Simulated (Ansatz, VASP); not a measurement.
**Two plane-wave programs on HCl**

Contents of INCAR:

```
  ALGO = Normal
  EDIFF = 1E-6
  ENCUT = 520
  GGA = PS
  ISIF = 2
  ISMEAR = 0
  LASPH = True
  LCHARG = False
  LREAL = False
  LWAVE = False
  NBANDS = 11
  NELM = 80
  PREC = Accurate
  SIGMA = 0.15
```

KPOINTS

```
k-points
0
Gamma
  16 16 16
```

POSCAR

```
HCl
1.0
    0.0000000000      2.6750000000      2.8978250000
    2.5150000000      0.0000000000      2.8978250000
    2.5150000000      2.6750000000      0.0000000000
H Cl
1 1
Direct
    0.0000000000      0.0000000000      0.0000000000
    0.5000000000      0.5000000000      0.5000000000
```

Input for Ansatz:

```yaml
crystal:
  lattice:
    - [0.0, 2.675, 2.897825]
    - [2.515, 0.0, 2.897825]
    - [2.515, 2.675, 0.0]
  atoms:
    - { symbol: H, position: [0.0, 0.0, 0.0] }
    - { symbol: Cl, position: [0.5, 0.5, 0.5] }
basis:
  ecutwfc: 420
kpoints:
  mp_grid: { grid: [16, 16, 16] }
hamiltonian:
  xc: pbesol
scf:
  occupations: { method: gaussian, width: 0.15 }
output:
  forces: true
  stress: true
  eigenvalues: true
```

Change from the starting cell: strain +0.0150 x Voigt [0, 0, 1, 0, 0, 0], atoms carried along.

Alike in both runs: task single point; functional PBEsol; k mesh 16 × 16 × 16; occupations gaussian, width 0.15 eV; no spin polarisation.

|  | VASP | Ansatz |
| --- | --- | --- |
| version | VASP 6.6.1 | Ansatz 0.2.0 |
| potentials or method | VASP PAW PBE potentials, release 64 (H, Cl), cutoff 520 eV | scalar-relativistic, plane waves, PAW |
| valence electrons in the cell | 8 | 8 |

```tsv
	VASP	Ansatz	Ansatz less VASP
gap on the k mesh at the Fermi level (eV)	none	none	-
pressure (GPa)	-10.8	-10.7	+0.06
traceless stress, the component that is largest in VASP (GPa)	-5.51	-5.50	+0.017
```

VASP's potentials were made for PBE, not for PBEsol. A gap of «none» marks a metal or a gap that the smearing closes. With one functional, cell and mesh, what is left measures potentials, basis and numerics.
